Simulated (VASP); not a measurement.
Write the native input for VASP 6.6.1 that does the following.

```yaml
Task: dielectric tensor
Functional: r2SCAN
Potentials_or_basis: VASP PAW PBE potentials, release 64 (Mg, O)
Cutoff: 520 eV
k_mesh: 9 × 9 × 4
Occupations: gaussian, width 0.01 eV
Spin: no spin polarisation
Dipole_correction: no
Further_INCAR_settings: ALGO = Normal; EDIFF = 1e-08
```

The structure of MgO lies in POSCAR:

```
MgO
1.0
    2.9230552965      0.0000000000      0.0000000000
   -1.4615276483      2.5314401435      0.0000000000
    0.0000000000      0.0000000000      5.0921016501
Mg O
2 2
Direct
    0.0000000000      0.0000000000      0.0000000000
    0.0000000000      0.0000000000      0.5000000000
    0.3333333333      0.6666666667      0.2500000000
    0.6666666667      0.3333333333      0.7500000000
```

The input as run:

INCAR

```
  ALGO = Normal
  EDIFF = 1E-8
  ENCUT = 520
  ISIF = 2
  ISMEAR = 0
  LASPH = T
  LCALCEPS = T
  LCHARG = F
  LMIXTAU = T
  LREAL = F
  LWAVE = F
  METAGGA = R2SCAN
  NELM = 100
  PREC = Accurate
  SIGMA = 0.01
```

KPOINTS

```
k-points
0
Gamma
  9 9 4
```

Potentials or basis: VASP PAW PBE potentials, release 64 (Mg, O).

Run with:

```console
$ cat potpaw_PBE.64/Mg/POTCAR potpaw_PBE.64/O/POTCAR > POTCAR
$ mpirun -np 1 vasp_std > vasp.out
```

Results of the run:

```
Band gap on the k mesh                  : 5.31 eV, direct
Electronic dielectric tensor (diagonal) : 2.90, 2.90, 2.98
Born charges (mean of the diagonal)     : Mg +1.96; O -1.96 e
```

It took 43 min on 1 thread of Oxide Virtual Turin-like Processor, on a shared host, peak memory 0.33 GiB.
